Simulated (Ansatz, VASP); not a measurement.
## ZnS: VASP beside Ansatz

File INCAR:

```
SYSTEM = ZnS
PREC = Accurate ; ENCUT = 520
EDIFF = 1E-6 ; ISMEAR = -1
SIGMA = 0.03 ; LREAL = .False.
LASPH = .True. ; NELM = 80
ALGO = Normal ; ISIF = 2
LWAVE = .False. ; LCHARG = .False.
GGA = PS ; NBANDS = 26
```

Contents of KPOINTS:

```
Automatic mesh
0
Gamma
  8 8 5
  0 0 0
```

File POSCAR:

```
ZnS
1.0
    3.7728887938      0.0000000000      0.0000000000
   -1.8864443969      3.2674175410      0.0000000000
    0.0000000000      0.0000000000      6.2340000000
Zn S
2 2
Direct
    0.3333333333      0.6666666667      0.0000000000
    0.6666666667      0.3333333333      0.5000000000
    0.3333333333      0.6666666667      0.3850000000
    0.6666666667      0.3333333333      0.8850000000
```

Input for Ansatz:

```yaml
crystal:
  lattice:
    - [3.7728887938, 0.0, 0.0]
    - [-1.8864443969, 3.267417541, 0.0]
    - [0.0, 0.0, 6.234]
  atoms:
    - { symbol: Zn, position: [0.3333333333, 0.6666666667, 0.0] }
    - { symbol: Zn, position: [0.6666666667, 0.3333333333, 0.5] }
    - { symbol: S, position: [0.3333333333, 0.6666666667, 0.385] }
    - { symbol: S, position: [0.6666666667, 0.3333333333, 0.885] }
kpoints:
  mp_grid: { grid: [8, 8, 5] }
  band_path:
    path:
      - [0.0, 0.0, 0.0]
      - [0.5, 0.0, 0.0]
      - [0.3333333333, 0.3333333333, 0.0]
      - [0.0, 0.0, 0.0]
      - [0.0, 0.0, 0.5]
      - [0.5, 0.0, 0.5]
      - [0.3333333333, 0.3333333333, 0.5]
      - [0.0, 0.0, 0.5]
      - [0.5, 0.0, 0.5]
    npoints: 5
scf:
  occupations: { method: fermi_dirac, width: 0.03 }
hamiltonian:
  xc: pbesol
  pseudopotentials: { kind: all_electron, lapw: { basis_error: 0.001 } }
output:
  forces: true
  stress: true
  eigenvalues: true
```

Change from the starting cell: equal xx and yy strain of -1 %.

Alike in both runs: task single point; functional PBEsol; k mesh 8 × 8 × 5; occupations fermi-dirac, width 0.03 eV; no spin polarisation.

|  | VASP | Ansatz |
| --- | --- | --- |
| version | VASP 6.6.1 | Ansatz 0.2.0 |
| potentials or method | VASP PAW PBE potentials, release 64 (Zn, S), cutoff 520 eV | all-electron LAPW, scalar-relativistic |

VASP gave:

```
gap on the k mesh at the Fermi level (eV)                     : 2.20
pressure (GPa)                                                : 0.6
traceless stress, the component that is largest in VASP (GPa) : -2.32
rms of the force components (eV/Å)                            : 0.222
```

What did Ansatz give for the same quantities?

gap on the k mesh at the Fermi level (eV): 2.20; pressure (GPa): 0.3; traceless stress, the component that is largest in VASP (GPa): -2.30; rms of the force components (eV/Å): 0.220.

VASP's potentials were made for PBE, not for PBEsol. Atom by atom the forces differ by 0.002 eV/Å (rms over components). Ansatz ran all-electron here, and VASP with PAW potentials.
